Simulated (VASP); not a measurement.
A run of VASP 6.6.1 is set up as follows.

Contents of INCAR:

```
SYSTEM = B
  PREC = Accurate
  ENCUT = 520
  EDIFF = 1E-7
  ISMEAR = 0
  SIGMA = 0.1
  LREAL = .False.
  LASPH = .True.
  NELM = 100
  ALGO = Normal
  ISIF = 2
  LWAVE = .False.
  LCHARG = .False.
  GGA = PE
  NBANDS = 10
```

File KPOINTS:

```
regular mesh
0
Gamma
  24 24 28
  0 0 0
```

POSCAR

```
B
1.0
    3.0112669286      0.0000000000      0.0000000000
   -1.5056334643      2.6078336578      0.0000000000
    0.0000000000      0.0000000000      1.9353538497
B
2
Direct
    0.3333333333      0.6666666667      0.0000000000
    0.6666666667      0.3333333333      0.0000000000
```

Potentials or basis: VASP PAW PBE potentials, release 64 (B).

Run with:

```bash
$ cat potpaw_PBE.64/B/POTCAR > POTCAR
$ mpirun -np 1 vasp_std > vasp.out
```

What does it give for the band gap on the k mesh?

Zero (bands 3 and 4 overlap by 5.05 eV).

What does it give for the pressure?

0.0 GPa.
